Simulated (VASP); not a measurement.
Wanted: the native input for a VASP 6.6.1 run.

* Task: single point
* Functional: PBE
* Potentials or basis: VASP PAW PBE potentials, release 64 (Be, S)
* Cutoff: 520 eV
* k mesh: 10 × 10 × 10
* Occupations: gaussian, width 0.05 eV
* Spin: no spin polarisation
* Dipole correction: no
* k mesh for the DOS: 15 × 15 × 15
* Occupations for the DOS: tetrahedron
* Further INCAR settings: ALGO = Normal; EDIFF = 1e-06

BeS:

```xyz
2
Lattice="0.0000 2.4250 2.4250 2.4250 0.0000 2.4250 2.4250 2.4250 0.0000" Properties=species:S:1:pos:R:3 pbc="T T T"
Be    0.0000    0.0000    0.0000
S     1.2125    1.2125    1.2125
```

The input as run:

POSCAR

```
BeS
1.0
    0.0000000000      2.4250000000      2.4250000000
    2.4250000000      0.0000000000      2.4250000000
    2.4250000000      2.4250000000      0.0000000000
Be S
1 1
Direct
    0.0000000000      0.0000000000      0.0000000000
    0.2500000000      0.2500000000      0.2500000000
```

INCAR.step1

```
SYSTEM = BeS
ALGO = Normal ; EDIFF = 1E-6
ENCUT = 520 ; GGA = PE
GGA_COMPAT = .FALSE. ; ISIF = 2
ISMEAR = 0 ; LASPH = .TRUE.
LCHARG = .TRUE. ; LORBIT = 11
LREAL = .FALSE. ; LWAVE = .FALSE.
NBANDS = 11 ; NEDOS = 2001
NELM = 120 ; PREC = Accurate
SIGMA = 0.05
```

KPOINTS.step1

```
k-points
0
G
  10 10 10
  0 0 0
```

INCAR.step2

```
SYSTEM = BeS
ALGO = Normal ; EDIFF = 1E-6
ENCUT = 520 ; GGA = PE
GGA_COMPAT = .FALSE. ; ICHARG = 11
ISIF = 2 ; ISMEAR = -5
LASPH = .TRUE. ; LCHARG = .FALSE.
LORBIT = 10 ; LREAL = .FALSE.
LWAVE = .FALSE. ; NEDOS = 1001
NELM = 120 ; PREC = Accurate
SIGMA = 0.05
```

KPOINTS.step2

```
k-points
0
G
  15 15 15
  0 0 0
```

Potentials or basis: VASP PAW PBE potentials, release 64 (Be, S).

Command:

```bash
$ cat potpaw_PBE.64/Be/POTCAR potpaw_PBE.64/S/POTCAR > POTCAR
$ cp INCAR.step1 INCAR
$ cp KPOINTS.step1 KPOINTS
$ mpirun -np 1 vasp_std > vasp.out
$ cp INCAR.step2 INCAR
$ cp KPOINTS.step2 KPOINTS
$ mpirun -np 1 vasp_std > vasp.out
```

It gave:

* Valence electrons inside the program's atomic spheres: Be 1.04; S 3.84

Wall time 50 s on 1 thread of Intel Xeon 8259CL, on a shared host, peak memory 0.16 GiB.
